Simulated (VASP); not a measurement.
# MoS2 (R3m) in VASP: relaxation of the atoms with PBEsol

Aim: the relaxation of the atoms of MoS2 with PBEsol.

Everything below comes from runs of VASP 6.6.1. Logs are shortened: lines on timing, memory, paths and dates and some standing lists are left out, and cuts for length are marked.

## 1. The cell of the first run

The structure is trigonal, space group R3m (No. 160). Conventional cell: a = 3.127 Å, b = 3.127 Å, c = 18.748 Å, α = 90.00°, β = 90.00°, γ = 120.00°. Within 3.1 Å of Mo (site symmetry 3m) lie 6 S at 2.38 Å. Within 3.1 Å of S (site symmetry 3m) lie 3 Mo at 2.38 Å. Within 3.1 Å of S (site symmetry 3m) lie 3 Mo at 2.38 Å.

## 2. Relaxation of the atoms, PBEsol

The input, INCAR:

```
SYSTEM = MoS2
ALGO = Normal
EDIFF = 1E-6
EDIFFG = -0.002
ENCUT = 520
GGA = PS
IBRION = 2
ISIF = 2
ISMEAR = 0
LASPH = .TRUE.
LCHARG = .FALSE.
LREAL = .FALSE.
LWAVE = .FALSE.
NELM = 60
NSW = 50
PREC = Accurate
SIGMA = 0.01
```

The input, KPOINTS:

```
k-points
0
G
  8 8 8
  0 0 0
```

The input, POSCAR:

```
MoS2
1.0
    1.5637116406      0.9028093366      6.2493476413
   -1.5637116406      0.9028093366      6.2493476413
    0.0000000000     -1.8056186733      6.2493476413
Mo S
1 2
Direct
    0.0001015293      0.0001015293      0.0001015293
    0.2507582619      0.2507582619      0.2507582619
    0.4161402089      0.4161402089      0.4161402089
```

Potentials or basis: VASP PAW PBE potentials, release 64 (Mo_sv, S).

Started as:

```
cat potpaw_PBE.64/Mo_sv/POTCAR potpaw_PBE.64/S/POTCAR > POTCAR
mpirun -np 1 vasp_std > vasp.out
```

OUTCAR:

```text
SYSTEM = MoS2
   EDIFF = 1E-6
   EDIFFG = -0.002
   ENCUT = 520
   GGA = PS
   IBRION = 2
   ISIF = 2
   ISMEAR = 0
   LASPH = .TRUE.
   LREAL = .FALSE.
   NELM = 60
   NSW = 50
   PREC = Accurate

 ion  position               nearest neighbor table
   1  0.000  0.000  0.000-   2 2.38   2 2.38   2 2.38   3 2.38   3 2.38   3 2.38
   2  0.251  0.251  0.251-   1 2.38   1 2.38   1 2.38
   3  0.416  0.416  0.416-   1 2.38   1 2.38   1 2.38

  LATTYP: Found a trigonal (rhomboedric) cell.
 ALAT       =     6.5049676967
 COS(alpha) =     0.8844278891

  Lattice vectors:

 A1 = (   1.5637116406,   0.9028093366,   6.2493476413)
 A2 = (  -1.5637116406,   0.9028093366,   6.2493476413)
 A3 = (   0.0000000000,  -1.8056186733,   6.2493476413)

Analysis of symmetry for initial positions (statically):
=====================================================================
 Subroutine PRICEL returns:
 Original cell was already a primitive cell.

 Routine SETGRP: Setting up the symmetry group for a
 trigonal (rhombohedral) supercell.

 Subroutine GETGRP returns: Found  6 space group operations
 (whereof  6 operations were pure point group operations)
 out of a pool of 12 trial point group operations.

The static configuration has the point symmetry C_3v.

Analysis of symmetry for dynamics (positions and initial velocities):
=====================================================================
 Subroutine PRICEL returns:
 Original cell was already a primitive cell.

 Routine SETGRP: Setting up the symmetry group for a
 trigonal (rhombohedral) supercell.

 Subroutine GETGRP returns: Found  6 space group operations
 (whereof  6 operations were pure point group operations)
 out of a pool of 12 trial point group operations.

The dynamic configuration has the point symmetry C_3v.

 Subroutine INISYM returns: Found  6 space group operations
 (whereof  6 operations are pure point group operations),
 and found     1 'primitive' translations

----------------------------------------------------------------------------------------

                                     Primitive cell

  volume of cell :      52.9345

  direct lattice vectors                    reciprocal lattice vectors
     1.563711641  0.902809337  6.249347641     0.319752048  0.184608931  0.053338901
    -1.563711641  0.902809337  6.249347641    -0.319752048  0.184608931  0.053338901
     0.000000000 -1.805618673  6.249347641     0.000000000 -0.369217862  0.053338901

  length of vectors
     6.504967697  6.504967697  6.504967697     0.373050758  0.373050758  0.373050758

  position of ions in fractional coordinates (direct lattice)
     0.000101529  0.000101529  0.000101529
     0.250758262  0.250758262  0.250758262
     0.416140209  0.416140209  0.416140209

  ion indices of the primitive-cell ions
   primitive index   ion index
                 1           1
                 2           2
                 3           3

----------------------------------------------------------------------------------------

 KPOINTS: k-points

Automatic generation of k-mesh.
 Grid dimensions read from file:
 generate k-points for:    8    8    8

 Generating k-lattice:

  Cartesian coordinates                     Fractional coordinates (reciprocal lattice)
     0.039969006  0.023076116  0.006667363     0.125000000  0.000000000 -0.000000000
    -0.039969006  0.023076116  0.006667363     0.000000000  0.125000000 -0.000000000
     0.000000000 -0.046152233  0.006667363    -0.000000000 -0.000000000  0.125000000

  Length of vectors
     0.046631345  0.046631345  0.046631345

  Shift w.r.t. Gamma in fractional coordinates (k-lattice)
     0.000000000  0.000000000  0.000000000

 Subroutine IBZKPT returns following result:
 ===========================================

 Found     65 irreducible k-points:

 Following reciprocal coordinates:
            Coordinates               Weight
  0.000000  0.000000  0.000000      1.000000
  0.125000 -0.000000  0.000000      6.000000
  0.250000 -0.000000  0.000000      6.000000
  0.375000 -0.000000  0.000000      6.000000
  0.500000 -0.000000  0.000000      3.000000
  0.125000  0.125000  0.000000      6.000000
[... 16 lines left out ...]
  0.250000  0.125000  0.125000      6.000000
  0.375000  0.125000  0.125000      6.000000
 [... further k-points ...]
   k-points           NKPTS =     65   k-points in BZ     NKDIM =     65   number of bands    NBANDS=     17
   number of dos      NEDOS =    301   number of ions     NIONS =      3
   total plane-waves  NPLWV = 110592
   dimension x,y,z NGX =    48 NGY =   48 NGZ =   48
   dimension x,y,z NGXF=    96 NGYF=   96 NGZF=   96
   ions per type =               1   2
   NGX,Y,Z   is equivalent  to a cutoff of  12.27, 12.27, 12.27 a.u.
   NGXF,Y,Z  is equivalent  to a cutoff of  24.53, 24.53, 24.53 a.u.
 SYSTEM =  MoS2
   PREC   = accura    normal or accurate (medium, high low for compatibility)
   ISTART =      0    job   : 0-new  1-cont  2-samecut
   ICHARG =      2    charge: 1-file 2-atom 10-const
   ISPIN  =      1    spin polarized calculation?
   LNONCOLLINEAR =      F non collinear calculations
   LSORBIT =      F    spin-orbit coupling
   LASPH  =      T    aspherical Exc in radial PAW
   ENCUT  =  520.0 eV  38.22 Ry    6.18 a.u.  12.09 12.09 12.09*2*pi/ulx,y,z
   NELM   =     60;   NELMIN=  2; NELMDL= -5     # of ELM steps
   EDIFF  = 0.1E-05   stopping-criterion for ELM
   LREAL  =      F    real-space projection
   EDIFFG = -.2E-02   stopping-criterion for IOM
   NSW    =     50    number of steps for IOM
   IBRION =      2    ionic relax: 0-MD 1-quasi-New 2-CG
   NFREE  =      1    steps in history (QN), initial steepest desc. (CG)
   ISIF   =      2    stress and relaxation
   ISYM   =      2    0-nonsym 1-usesym 2-fastsym
   POTIM  = 0.5000    time-step for ionic-motion
   TEBEG  =    0.0;   TEEND  =   0.0 temperature during run
   PSTRESS=    0.0 pullay stress
   NELECT =      26.0000    total number of electrons
   NUPDOWN=      -1.0000    fix difference up-down
   EMIN   =  10.00;   EMAX   =-10.00  energy-range for DOS
   EFERMI =   0.00;   METHOD = LEGACY
   ISMEAR =     0;   SIGMA  =   0.01  broadening in eV -4-tet -1-fermi 0-gaus
   EFERMI_NEDOS =   21; number of points for ismear=-14 and -15
   IALGO  =     38    algorithm
   IMIX   =      4    mixing-type and parameters
     AMIX     =   0.40;   BMIX     =  1.00
     AMIX_MAG =   1.60;   BMIX_MAG =  1.00
  volume/ion in A,a.u.               =      17.64       119.07
  Fermi-wavevector in a.u.,A,eV,Ry     =   1.291674  2.440911 22.700271  1.668423
  Thomas-Fermi vector in A             =   2.423430
   LORBIT       =      0    0 simple, 1 ext, 2 COOP (PROOUT), +10 PAW based schemes
   GGA     = PS    functional components
   LHFCALC =     F    Hartree Fock is set to
   AEXX    =    0.0000 exact exchange contribution
   IVDW    =     0    specifies the selected vdW correction
   LEPSILON=     F    determine dielectric tensor
   LRPA    =     F    only Hartree local field effects (RPA)
 conjugate gradient relaxation of ions
 non-spin polarized calculation
 Gauss-broadening in eV      SIGMA  =   0.01
  energy-cutoff  :      520.00
  volume of cell :       52.93
 maximum number of plane-waves:      1446
   NGX = 25   NGY = 25   NGZ = 25

--------------------------------------- Ionic step        1  -------------------------------------------

 number of electron      26.0000000 magnetization

 Free energy of the ion-electron system (eV)
  ---------------------------------------------------
  ext. energy  EPLUGINS =         0.00000000
  ---------------------------------------------------
  free energy    TOTEN  =       -23.44398315 eV

  energy without entropy =      -23.44398315  energy(sigma->0) =      -23.44398315

------------------------ aborting loop because EDIFF is reached ----------------------------------------

  FORCE on cell =-STRESS in cart. coord.  units (eV):
  Direction    XX          YY          ZZ          XY          YZ          ZX
  --------------------------------------------------------------------------------------
  -------------------------------------------------------------------------------------
  Total        0.7612375      0.7612375      0.8233738      0.0000000     -0.0000000      0.0000000
  in kB       23.0405111     23.0405111     24.9212007      0.0000000     -0.0000000      0.0000000
  external PRESSURE =      23.6674076 kB  Pullay stress =       0.0000000 kB
[... 59 lines left out ...]
  energy  without entropy=      -23.4473095900  energy(sigma->0) =      -23.44730959

--------------------------------------- Ionic step        3  -------------------------------------------

 number of electron      26.0000000 magnetization

 Free energy of the ion-electron system (eV)
  ---------------------------------------------------
  ext. energy  EPLUGINS =         0.00000000
  ---------------------------------------------------
  free energy    TOTEN  =       -23.44731414 eV

  energy without entropy =      -23.44731414  energy(sigma->0) =      -23.44731414

 E-fermi :   7.5725     XC(G=0): -11.0177

 val. band max:        7.4580528057   @ k =   0.5000   0.5000   0.5000
 cond. band min:       8.5651419323   @ k =  -0.2500   0.1250   0.0000
 fundamental gap:      1.1070891266
 Fermi energy:         7.5725045250

 k-point     1 :       0.0000    0.0000    0.0000
  band No.  band energies     occupation
      1     -53.8146      2.00000
      2     -28.0378      2.00000
      3     -27.7543      2.00000
      4     -27.7543      2.00000
      5      -7.5262      2.00000
      6      -5.8678      2.00000
[... 9 lines left out ...]
     16      10.1090      0.00000
     17      10.1090      0.00000
[... 443 lines left out ...]
      1     -53.7906      2.00000
      2     -27.9917      2.00000
      3     -27.9834      2.00000
      4     -27.8065      2.00000
      5      -6.5503      2.00000
      6      -5.6322      2.00000
[... 9 lines left out ...]
     16      10.1620      0.00000
     17      10.7442      0.00000

 [... further k-points ...]
[... 5 lines left out ...]
  --------------------------------------------------------------------------------------
  -------------------------------------------------------------------------------------
  Total        0.4826106      0.4826106      0.0459194      0.0000000     -0.0000000      0.0000000
  in kB       14.6072597     14.6072597      1.3898508      0.0000000     -0.0000000      0.0000000
  external PRESSURE =      10.2014568 kB  Pullay stress =       0.0000000 kB
[... 18 lines left out ...]
  FREE ENERGIE OF THE ION-ELECTRON SYSTEM (eV)
  ---------------------------------------------------
  free  energy   TOTEN  =       -23.4473141441 eV

  energy  without entropy=      -23.4473141441  energy(sigma->0) =      -23.44731414

 reached required accuracy - stopping structural energy minimisation
```

Wall time 2.6 min (1 thread of AMD EPYC 9R45 (Zen 5), shared host); peak memory 0.32 GiB.

Results:

```yaml
Free_energy: -23.4473 eV
Energy_gained_by_relaxing: 1.1 meV/atom
Ionic_steps: 3
Pressure_after_relaxing: 1.0 GPa
Band_gap_on_the_k_mesh: 1.11 eV, indirect (least direct gap 2.16 eV)
```

Step by step:
| step | energy change (eV) | largest force (eV/Å) | pressure (GPa) |
| --- | --- | --- | --- |
| 1 | 0.0000 | 0.2590 | 2.37 |
| 2 | -0.0033 | 0.0101 | 1.08 |
| 3 | -0.0033 | 0.0014 | 1.02 |

Final structure:
```yaml
crystal:
  lattice:
    - [1.56371, 0.90281, 6.24935]
    - [-1.56371, 0.90281, 6.24935]
    - [0.00000, -1.80562, 6.24935]
  atoms:
    - { symbol: Mo, position: [0.00010, 0.00010, 0.00010] }
    - { symbol: S, position: [0.25007, 0.25007, 0.25007] }
    - { symbol: S, position: [0.41683, 0.41683, 0.41683] }
```

Levels at points of the mesh, in eV from the valence-band top:
```tsv
k point	band 10	band 11	band 12	band 13	band 14	band 15	band 16	band 17
(0.00, 0.00, 0.00)	-2.03	-2.03	-1.30	-1.21	2.29	2.29	2.65	2.65
(0.50, 0.00, 0.00)	-3.82	-2.33	-1.37	-1.36	1.89	2.25	3.63	3.70
(0.50, 0.50, 0.00)	-3.76	-2.87	-1.53	-1.19	1.85	2.40	3.17	4.09
(0.50, 0.50, 0.50)	-3.19	-2.01	-2.01	0.00	2.37	2.37	2.54	2.54
```

Caveat: the PAW data sets were made with another functional, which shifts forces and pressure a little.
